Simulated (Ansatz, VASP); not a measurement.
# Two plane-wave programs on Al

```
CELL_PARAMETERS angstrom
-1.54348 1.54348 1.54348
1.54348 -1.54348 1.54348
1.54348 1.54348 -1.54348
ATOMIC_POSITIONS crystal
Al 0.00000 0.00000 0.00000
```

Change from the starting cell: strain -0.030 along x and y, -0.030 along z, atoms carried along.

Alike in both runs: task single point; functional r2SCAN; k mesh 20 × 20 × 20; occupations gaussian, width 0.15 eV; no spin polarisation.

|  | VASP | Ansatz |
| --- | --- | --- |
| version | VASP 6.6.1 | Ansatz 0.2.0 |
| potentials or method | VASP PAW PBE potentials, release 64 (Al), cutoff 520 eV | scalar-relativistic, plane waves, PAW |
| valence electrons in the cell | 3 | 3 |

|  | VASP | Ansatz | Ansatz less VASP |
| --- | --- | --- | --- |
| gap on the k mesh at the Fermi level (eV) | none | none | - |
| pressure (GPa) | 9.4 | 9.8 | +0.40 |

VASP's potentials were made for PBE, not for r2SCAN. A gap of «none» marks a metal or a gap that the smearing closes. The functional is the same, so the differences come from potentials, cutoffs and numerics.
